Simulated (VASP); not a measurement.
## PtSe2: single point with PBEsol

PtSe2:

```xyz
3
Lattice="3.7594 0.0000 0.0000 -1.8797 3.2557 0.0000 0.0974 0.0000 4.8686" Properties=species:S:1:pos:R:3 pbc="T T T"
Pt    0.0000    0.0000    0.0000
Se    1.9737    1.0851    3.6003
Se    0.0033    2.1706    1.2683
```

This cell differs from its parent crystal: shear of c along a, cell held: +2.0 %, then relaxed in part.

```yaml
Program: VASP 6.6.1
Task: single point
Functional: PBEsol
Potentials_or_basis: VASP PAW PBE potentials, release 64 (Pt, Se)
Cutoff: 520 eV
k_mesh: 18 × 18 × 12
Occupations: gaussian, width 0.1 eV
Spin: no spin polarisation
```

```
Pressure               : 0.2 GPa
Largest force          : 0.014 eV/Å
Band gap on the k mesh : zero (bands 11 and 12 overlap by 0.86 eV)
```

Forces in eV/Å, atoms in the order of the input:
```
Pt   0.000  0.000  0.000
Se  -0.002  0.001 -0.013
Se   0.002 -0.001  0.013
```

Stress tensor (GPa, compression positive):
```
 0.23  0.42 -0.73
 0.42  0.18 -0.04
-0.73 -0.04  0.14
```

Levels at points of the mesh, in eV from the Fermi level:
```
           k point  band 9  band 10  band 11  band 12  band 13  band 14
(0.00, 0.00, 0.00)   -1.08    -0.97     0.74     1.15     1.26     3.27
(0.50, 0.00, 0.00)   -3.38    -3.32    -2.95     0.52     2.46     4.91
(0.50, 0.50, 0.00)   -3.38    -3.31    -2.91     0.56     2.51     4.90
(0.00, 0.50, 0.00)   -3.38    -3.31    -2.93     0.54     2.48     4.91
(0.00, 0.00, 0.50)   -1.72    -1.68    -1.57     2.27     2.42     4.84
(0.50, 0.00, 0.50)   -3.12    -2.71    -1.16     0.75     1.52     4.68
(0.50, 0.50, 0.50)   -3.13    -2.70    -1.15     0.72     1.42     4.83
(0.00, 0.50, 0.50)   -3.12    -2.71    -1.14     0.74     1.47     4.77
```

It took 27 min on 1 thread of Oxide Virtual Turin-like Processor, with other jobs on the host, peak memory 1.9 GiB.

Caveat: the cell differs from its parent crystal (shear of c along a, cell held: +2.0 %, then relaxed in part); the PAW data sets were made with another functional, which shifts forces and pressure a little; spin-orbit coupling is left out, which moves the levels of the heavy elements.
